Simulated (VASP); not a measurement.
# Tl (P6_3/mmc) in VASP: further runs

Tl is run at these levels: revPBE; tasks: single point.

All numbers are computed with VASP 6.6.1; they aren't measurements. Logs are shortened: lines on timing, memory, paths and dates and some standing lists are left out, and cuts for length are marked.

### Step 1. The cell of the first run

The structure is hexagonal, space group P6_3/mmc (No. 194). The conventional cell has a = 3.567 Å, b = 3.567 Å, c = 11.447 Å, α = 90.00°, β = 90.00°, γ = 120.00°. Within 4.6 Å of Tl (site symmetry -3m) lie 12 Tl at 3.53 to 3.57 Å. Tl (site symmetry -6m2) has 12 Tl at 3.53 to 3.57 Å within 4.6 Å.

### Step 2. Single point, revPBE (volume scaled by 0.96)

Input file INCAR:

```
  PREC = Accurate
  ENCUT = 520
  EDIFF = 1E-7
  ISMEAR = -1
  SIGMA = 0.1
  LREAL = False
  LASPH = True
  NELM = 60
  ALGO = Normal
  ISIF = 2
  LWAVE = False
  LCHARG = False
  GGA = RE
  NBANDS = 34
```

Input file KPOINTS:

```
Automatic mesh
0
Gamma
  11 11 3
```

Input file POSCAR:

```
Tl
1.0
    3.5665136304      0.0000000000      0.0000000000
   -1.7832568152      3.0886914069      0.0000000000
    0.0000000000      0.0000000000     11.4466475694
Tl
4
Direct
    1.0000000000      1.0000000000      0.0000000000
    1.0000000000      1.0000000000      0.5000000000
    0.3333333333      0.6666666667      0.2500000000
    0.6666666667      0.3333333333      0.7500000000
```

Potentials or basis: VASP PAW PBE potentials, release 64 (Tl_d).

Started as:

```
cat potpaw_PBE.64/Tl_d/POTCAR > POTCAR
mpirun -np 1 vasp_std > vasp.out
```

OUTCAR:

```text
PREC = Accurate
   ENCUT = 520
   EDIFF = 1E-7
   ISMEAR = -1
   LREAL = False
   LASPH = True
   NELM = 60
   ISIF = 2
   GGA = RE

 ion  position               nearest neighbor table
   1  0.000  0.000  0.000-   3 3.53   4 3.53   4 3.53   3 3.53   4 3.53   3 3.53
   2  0.000  0.000  0.500-   3 3.53   4 3.53   4 3.53   3 3.53   4 3.53   3 3.53
   3  0.333  0.667  0.250-   1 3.53   2 3.53   1 3.53   2 3.53   1 3.53   2 3.53
   4  0.667  0.333  0.750-   1 3.53   2 3.53   1 3.53   2 3.53   1 3.53   2 3.53

  LATTYP: Found a hexagonal cell.
 ALAT       =     3.5665136304
 C/A-ratio  =     3.2094781503

  Lattice vectors:

 A1 = (   3.5665136304,   0.0000000000,   0.0000000000)
 A2 = (  -1.7832568152,   3.0886914069,   0.0000000000)
 A3 = (   0.0000000000,   0.0000000000,  11.4466475694)

Analysis of symmetry for initial positions (statically):
=====================================================================
 Subroutine PRICEL returns:
 Original cell was already a primitive cell.

 Routine SETGRP: Setting up the symmetry group for a
 hexagonal supercell.

 Subroutine GETGRP returns: Found 24 space group operations
 (whereof 12 operations were pure point group operations)
 out of a pool of 24 trial point group operations.

The static configuration has the point symmetry D_3d.
 The point group associated with its full space group is D_6h.

Analysis of symmetry for dynamics (positions and initial velocities):
=====================================================================
 Subroutine PRICEL returns:
 Original cell was already a primitive cell.

 Routine SETGRP: Setting up the symmetry group for a
 hexagonal supercell.

 Subroutine GETGRP returns: Found 24 space group operations
 (whereof 12 operations were pure point group operations)
 out of a pool of 24 trial point group operations.

The dynamic configuration has the point symmetry D_3d.
 The point group associated with its full space group is D_6h.

 Subroutine INISYM returns: Found 24 space group operations
 (whereof 12 operations are pure point group operations),
 and found     1 'primitive' translations

----------------------------------------------------------------------------------------

                                     Primitive cell

  volume of cell :     126.0947

  direct lattice vectors                    reciprocal lattice vectors
     3.566513630  0.000000000  0.000000000     0.280385862  0.161880853  0.000000000
    -1.783256815  3.088691407  0.000000000     0.000000000  0.323761706  0.000000000
     0.000000000  0.000000000 11.446647569     0.000000000  0.000000000  0.087361823

  length of vectors
     3.566513630  3.566513630 11.446647569     0.323761706  0.323761706  0.087361823

  position of ions in fractional coordinates (direct lattice)
     0.000000000  0.000000000  0.000000000
     0.000000000  0.000000000  0.500000000
     0.333333333  0.666666667  0.250000000
     0.666666667  0.333333333  0.750000000

  ion indices of the primitive-cell ions
   primitive index   ion index
                 1           1
                 2           2
                 3           3
                 4           4

----------------------------------------------------------------------------------------

 KPOINTS: Automatic mesh

Automatic generation of k-mesh.
 Grid dimensions read from file:
 generate k-points for:   11   11    3

 Generating k-lattice:

  Cartesian coordinates                     Fractional coordinates (reciprocal lattice)
     0.025489624  0.014716441  0.000000000     0.090909091  0.000000000  0.000000000
     0.000000000  0.029432882  0.000000000     0.000000000  0.090909091  0.000000000
     0.000000000  0.000000000  0.029120608     0.000000000  0.000000000  0.333333333

  Length of vectors
     0.029432882  0.029432882  0.029120608

  Shift w.r.t. Gamma in fractional coordinates (k-lattice)
     0.000000000  0.000000000  0.000000000

 Subroutine IBZKPT returns following result:
 ===========================================

 Found     32 irreducible k-points:

 Following reciprocal coordinates:
            Coordinates               Weight
  0.000000  0.000000  0.000000      1.000000
  0.090909 -0.000000  0.000000      6.000000
  0.181818 -0.000000  0.000000      6.000000
  0.272727 -0.000000  0.000000      6.000000
  0.363636 -0.000000  0.000000      6.000000
  0.454545 -0.000000  0.000000      6.000000
[... 16 lines left out ...]
  0.090909  0.090909  0.333333     12.000000
  0.181818  0.090909  0.333333     24.000000
 [... further k-points ...]
   k-points           NKPTS =     32   k-points in BZ     NKDIM =     32   number of bands    NBANDS=     34
   number of dos      NEDOS =    301   number of ions     NIONS =      4
   total plane-waves  NPLWV =  70560
   dimension x,y,z NGX =    28 NGY =   28 NGZ =   90
   dimension x,y,z NGXF=    56 NGYF=   56 NGZF=  180
   ions per type =               4
   NGX,Y,Z   is equivalent  to a cutoff of  13.05, 13.05, 13.07 a.u.
   NGXF,Y,Z  is equivalent  to a cutoff of  26.10, 26.10, 26.14 a.u.
 SYSTEM =  unknown system
   PREC   = accura    normal or accurate (medium, high low for compatibility)
   ISTART =      0    job   : 0-new  1-cont  2-samecut
   ICHARG =      2    charge: 1-file 2-atom 10-const
   ISPIN  =      1    spin polarized calculation?
   LNONCOLLINEAR =      F non collinear calculations
   LSORBIT =      F    spin-orbit coupling
   LASPH  =      T    aspherical Exc in radial PAW
   ENCUT  =  520.0 eV  38.22 Ry    6.18 a.u.   6.63  6.63 21.28*2*pi/ulx,y,z
   NELM   =     60;   NELMIN=  2; NELMDL= -5     # of ELM steps
   EDIFF  = 0.1E-06   stopping-criterion for ELM
   LREAL  =      F    real-space projection
   EDIFFG = 0.1E-05   stopping-criterion for IOM
   NSW    =      0    number of steps for IOM
   IBRION =     -1    ionic relax: 0-MD 1-quasi-New 2-CG
   NFREE  =      0    steps in history (QN), initial steepest desc. (CG)
   ISIF   =      2    stress and relaxation
   ISYM   =      2    0-nonsym 1-usesym 2-fastsym
   POTIM  = 0.5000    time-step for ionic-motion
   TEBEG  =    0.0;   TEEND  =   0.0 temperature during run
   PSTRESS=    0.0 pullay stress
   NELECT =      52.0000    total number of electrons
   NUPDOWN=      -1.0000    fix difference up-down
   EMIN   =  10.00;   EMAX   =-10.00  energy-range for DOS
   EFERMI =   0.00;   METHOD = LEGACY
   ISMEAR =    -1;   SIGMA  =   0.10  broadening in eV -4-tet -1-fermi 0-gaus
   EFERMI_NEDOS =   21; number of points for ismear=-14 and -15
   IALGO  =     38    algorithm
   IMIX   =      4    mixing-type and parameters
     AMIX     =   0.40;   BMIX     =  1.00
     AMIX_MAG =   1.60;   BMIX_MAG =  1.00
  volume/ion in A,a.u.               =      31.52       212.73
  Fermi-wavevector in a.u.,A,eV,Ry     =   1.218551  2.302727 20.202835  1.484867
  Thomas-Fermi vector in A             =   2.353834
   LORBIT       =      0    0 simple, 1 ext, 2 COOP (PROOUT), +10 PAW based schemes
   GGA     = RE    functional components
   LHFCALC =     F    Hartree Fock is set to
   AEXX    =    0.0000 exact exchange contribution
   IVDW    =     0    specifies the selected vdW correction
   LEPSILON=     F    determine dielectric tensor
   LRPA    =     F    only Hartree local field effects (RPA)
 non-spin polarized calculation
  energy-cutoff  :      520.00
  volume of cell :      126.09
 maximum number of plane-waves:      3428
 NGX is ok and might be reduce to    28
   NGX = 13   NGY = 13   NGZ = 43

 number of electron      52.0000003 magnetization

 Free energy of the ion-electron system (eV)
  ---------------------------------------------------
  ext. energy  EPLUGINS =         0.00000000
  ---------------------------------------------------
  free energy    TOTEN  =        -7.58346791 eV

  energy without entropy =       -7.50890662  energy(sigma->0) =       -7.54618727

 E-fermi :   5.6994     XC(G=0):  -9.6182

 val. band max:        5.6953529054   @ k =   0.2727   0.2727   0.3333
 cond. band min:       5.7323298900   @ k =   0.3636   0.2727   0.0000
 fundamental gap:      0.0369769846
 Fermi energy:         5.6993670386

 k-point     1 :       0.0000    0.0000    0.0000
  band No.  band energies     occupation
      1      -5.9628      2.00000
      2      -5.8783      2.00000
      3      -5.8671      2.00000
      4      -5.8435      2.00000
      5      -5.8435      2.00000
      6      -5.8270      2.00000
[... 26 lines left out ...]
     33      13.9938      0.00000
     34      15.0110      0.00000

 k-point     2 :       0.0909   -0.0000    0.0000
  band No.  band energies     occupation
      1      -5.9426      2.00000
      2      -5.8735      2.00000
      3      -5.8707      2.00000
      4      -5.8446      2.00000
      5      -5.8328      2.00000
      6      -5.8237      2.00000
[... 26 lines left out ...]
     33      13.6111      0.00000
     34      13.9711      0.00000

 k-point     3 :       0.1818   -0.0000    0.0000
  band No.  band energies     occupation
      1      -5.9435      2.00000
      2      -5.8955      2.00000
      3      -5.8926      2.00000
      4      -5.8314      2.00000
      5      -5.8270      2.00000
      6      -5.8028      2.00000
[... 26 lines left out ...]
     33      12.7774      0.00000
     34      12.7911      0.00000
[... 704 lines left out ...]
 k-point    23 :       0.0909    0.0909    0.3333
  band No.  band energies     occupation
      1      -5.9089      2.00000
      2      -5.8964      2.00000
      3      -5.8723      2.00000
      4      -5.8701      2.00000
      5      -5.8248      2.00000
      6      -5.8023      2.00000
[... 26 lines left out ...]
     33      12.8913      0.00000
     34      13.2104      0.00000

 k-point    24 :       0.1818    0.0909    0.3333
  band No.  band energies     occupation
      1      -5.9402      2.00000
      2      -5.9226      2.00000
      3      -5.8833      2.00000
      4      -5.8626      2.00000
      5      -5.8279      2.00000
      6      -5.7957      2.00000
[... 26 lines left out ...]
     33      11.7770      0.00000
     34      12.5401      0.00000

 [... further k-points ...]

------------------------ aborting loop because EDIFF is reached ----------------------------------------

  FORCE on cell =-STRESS in cart. coord.  units (eV):
  Direction    XX          YY          ZZ          XY          YZ          ZX
  --------------------------------------------------------------------------------------
  -------------------------------------------------------------------------------------
  Total        0.6982954      0.6982954      0.7879030      0.0000000      0.0000000      0.0000000
  in kB        8.8726444      8.8726444     10.0112106      0.0000000      0.0000000      0.0000000
  external PRESSURE =       9.2521665 kB  Pullay stress =       0.0000000 kB

 VOLUME and BASIS-vectors are now :
 -----------------------------------------------------------------------------
  energy-cutoff  :      520.00
  volume of cell :      126.09
      direct lattice vectors                 reciprocal lattice vectors
     3.566513630  0.000000000  0.000000000     0.280385862  0.161880853  0.000000000
    -1.783256815  3.088691407  0.000000000     0.000000000  0.323761706  0.000000000
     0.000000000  0.000000000 11.446647569     0.000000000  0.000000000  0.087361823

 POSITION                                       TOTAL-FORCE (eV/Angst)
 -----------------------------------------------------------------------------------
      0.00000      0.00000      0.00000        -0.000000      0.000000      0.000000
      0.00000      0.00000      5.72332        -0.000000      0.000000      0.000000
     -0.00000      2.05913      2.86166         0.000000     -0.000000      0.000000
      1.78326      1.02956      8.58499        -0.000000      0.000000      0.000000
 -----------------------------------------------------------------------------------
    total drift:                                0.000000     -0.000000      0.000000

  FREE ENERGIE OF THE ION-ELECTRON SYSTEM (eV)
  ---------------------------------------------------
  free  energy   TOTEN  =        -7.5834679104 eV

  energy  without entropy=       -7.5089066213  energy(sigma->0) =       -7.54618727
```

It took 1.8 min on 1 thread of Intel Xeon 6975P-C, shared host; peak memory 0.29 GiB.

What came out:

```yaml
Free_energy: -7.5835 eV
Pressure: 0.9 GPa
Band_gap_on_the_k_mesh: zero (band 26 reaches 8.80 eV, above the bottom of band 27 at 4.81 eV)
```

Stress tensor (GPa, compression positive):
```
0.89 0.00 0.00
0.00 0.89 0.00
0.00 0.00 1.00
```

Levels at points of the mesh, in eV from the Fermi level:
```
           k point  band 21  band 22  band 23  band 24  band 25  band 26  band 27  band 28  band 29  band 30
(0.00, 0.00, 0.00)    -9.40    -8.12    -8.11    -5.18    -2.45     3.00     3.01     7.41     7.41     8.29
```

Caveat: the PAW data sets were made with another functional, which shifts forces and pressure a little; spin-orbit coupling is left out, which moves the levels of the heavy elements.

(Continued in part 2 of 2.)
